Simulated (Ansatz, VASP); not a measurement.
**NbSb: VASP beside Ansatz**

The input INCAR:

```
ALGO     = Normal         # electronic algorithm
EDIFF    = 1E-6           # SCF threshold, eV
ENCUT    = 520            # plane-wave cutoff, eV
GGA      = PE             # functional
ISIF     = 2              # what is computed and relaxed
ISMEAR   = 0              # smearing method
LASPH    = T              # aspherical terms in the spheres
LCHARG   = F              # write CHGCAR
LREAL    = F              # projectors in reciprocal space
LWAVE    = F              # write WAVECAR
NBANDS   = 16             # bands
NELM     = 80             # most SCF steps
PREC     = Accurate       # precision mode
SIGMA    = 0.05           # smearing width, eV
```

Contents of KPOINTS:

```
k-points
0
Gamma
  6 6 6
```

File POSCAR:

```
NbSb
1.0
    0.0000000000      3.1469451809      3.1469451809
    3.1469451809      0.0000000000      3.1469451809
    3.1469451809      3.1469451809      0.0000000000
Nb Sb
1 1
Direct
    0.0000000000      0.0000000000      0.0000000000
    0.2500000000      0.2500000000      0.2500000000
```

Input for Ansatz:

```yaml
crystal:
  lattice:
    - [0.0, 3.1469451809, 3.1469451809]
    - [3.1469451809, 0.0, 3.1469451809]
    - [3.1469451809, 3.1469451809, 0.0]
  atoms:
    - { symbol: Nb, position: [0.0, 0.0, 0.0] }
    - { symbol: Sb, position: [0.25, 0.25, 0.25] }
basis:
  ecutwfc: 420
  ecutrho_ratio: 4
kpoints:
  mp_grid: { grid: [6, 6, 6] }
hamiltonian:
  xc: pbe
scf:
  occupations: { method: gaussian, width: 0.05 }
output:
  forces: true
  stress: true
  eigenvalues: true
```

Alike in both runs: task single point; functional PBE; k mesh 6 × 6 × 6; occupations gaussian, width 0.05 eV; no spin polarisation.

|  | VASP | Ansatz |
| --- | --- | --- |
| version | VASP 6.6.1 | Ansatz 0.2.0 |
| potentials or method | VASP PAW PBE potentials, release 64 (Nb_sv, Sb), cutoff 520 eV | scalar-relativistic, plane waves, PAW |
| valence electrons in the cell | 18 | 28 |

```csv
,VASP,Ansatz,Ansatz less VASP
gap on the k mesh at the Fermi level (eV),none,none,-
pressure (GPa),-0.1,-0.1,+0.07
```

A gap of «none» marks a metal or a gap that the smearing closes. VASP's potentials hold 18 valence electrons a cell and Ansatz's 28, so a difference there can come from the potentials and not from the codes.

Neither program's run includes spin-orbit coupling.
